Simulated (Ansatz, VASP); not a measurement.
**MoS in VASP and in Ansatz**

```
Mo S
1.0
     0.00000    2.73873    2.73873
     2.73873    0.00000    2.73873
     2.73873    2.73873    0.00000
Mo S
1 1
Direct
  0.00000 0.00000 0.00000
  0.25000 0.25000 0.25000
```

Alike in both runs: task single point; functional r2SCAN; k mesh 12 × 12 × 12; occupations gaussian, width 0.05 eV; collinear spin.

|  | VASP | Ansatz |
| --- | --- | --- |
| version | VASP 6.6.1 | Ansatz 0.2.0 |
| potentials or method | VASP PAW PBE potentials, release 64 (Mo_sv, S), cutoff 520 eV | scalar-relativistic, plane waves, PAW |
| valence electrons in the cell | 20 | 20 |

|  | VASP | Ansatz | Ansatz less VASP |
| --- | --- | --- | --- |
| gap on the k mesh at the Fermi level (eV) | none | none | - |
| pressure (GPa) | -10.7 | -7.6 | +3.03 |
| net moment per atom (μB) | 0.00 | 0.64 | +0.638 |
| size of the moment on the site where the two differ most (μB) | 0.00 | 0.88 | +0.880 |

The net moments are unlike, so the other rows may belong to different states. VASP's potentials were made for PBE, not for r2SCAN. Site moments also hang on the region over which each program counts them. A gap of «none» marks a metal or a gap that the smearing closes. Ansatz's warnings: stability check not made.
